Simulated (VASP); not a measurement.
**FeGe: single point with PBEsol**

Crystal: FeGe.

```
Ge Fe
1.0
     5.09562    0.00000    0.00000
    -2.54781    4.41294    0.00000
     0.00000    0.00000    4.19648
Ge Fe
3 3
Direct
  0.66667 0.33333 0.50000
  0.33333 0.66667 0.50000
  0.00000 0.00000 0.00000
  0.00000 0.50000 0.00000
  0.50000 0.50000 0.00000
  0.50000 0.00000 0.00000
```

```json
{
  "Program": "VASP 6.6.1",
  "Task": "single point",
  "Functional": "PBEsol",
  "Potentials or basis": "VASP PAW PBE potentials, release 64 (Ge_d, Fe)",
  "Cutoff": "520 eV",
  "k mesh": "6 × 6 × 7",
  "Occupations": "fermi-dirac, width 0.05 eV",
  "Spin": "collinear spin, ferromagnetic start",
  "Starting moments": "[0.0, 0.0, 0.0, 3.0, 3.0, 3.0] μB"
}
```

* Pressure: -15.1 GPa
* Net moment: 4.81 μB per cell
* Site moments: Ge -0.07, -0.10; Fe +1.70 μB
* Valence electrons inside the program's atomic spheres: Ge 12.29, 12.26; Fe 7.24

Stress tensor (GPa, compression positive):
```
-15.27   0.00   0.00
  0.00 -15.27   0.00
  0.00   0.00 -14.80
```

Levels at points of the mesh, in eV from the Fermi level:
Spin up:
| k point | band 34 | band 35 | band 36 | band 37 | band 38 | band 39 |
| --- | --- | --- | --- | --- | --- | --- |
| (0.00, 0.00, 0.00) | -1.38 | -0.53 | -0.07 | 0.94 | 0.94 | 2.58 |
| (0.50, 0.00, 0.00) | 0.20 | 0.29 | 0.67 | 1.20 | 1.27 | 2.62 |
Spin down:
```tsv
k point	band 28	band 29	band 30	band 31	band 32	band 33	band 34	band 35
(0.00, 0.00, 0.00)	-1.22	-1.22	0.32	0.32	0.44	0.58	0.58	0.89
(0.50, 0.00, 0.00)	-1.37	-0.62	-0.26	-0.26	0.29	0.55	1.23	1.40
```

Run time: 8.2 min on 1 thread of AMD EPYC 7R43 64-Core Processor (Zen 3) (shared host), peak memory 0.33 GiB.

Caveat: the PAW data sets were made with another functional, which shifts forces and pressure a little.
